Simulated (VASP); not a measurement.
GaN:

```
Ga N
1.0
    -0.01124    2.24895    2.24895
     2.24895   -0.01124    2.24895
     2.23771    2.23771    0.00000
Ga N
1 1
Direct
  0.99928 0.99928 0.00072
  0.25072 0.25072 0.24928
```

This cell differs from its parent crystal: shear xy strain -1.0%.

Base run:

- Program: VASP 6.6.1
- Functional: r2SCAN
- Potentials or basis: VASP PAW PBE potentials, release 64 (Ga_d, N)
- Cutoff: 520 eV
- k mesh: 10 × 10 × 10
- Occupations: gaussian, width 0.01 eV
- Spin: no spin polarisation

Its results: band gap on the k mesh 2.12 eV; pressure 1.1 GPa; largest force 0.003 eV/Å.

Question: The run is repeated on the same cell with these changes: functional from r2SCAN to PBE; occupations from gaussian, width 0.01 eV to fermi-dirac, width 0.02 eV. What comes out?

Answer: Band gap on the k mesh 1.73 eV; pressure 6.3 GPa; largest force 0.007 eV/Å.

Caveats: the structure was generated, so it needn't be the stable form of GaN; the PAW data sets were made with another functional, which shifts forces and pressure a little (at least some runs); the cell stands under pressure (at least some runs).

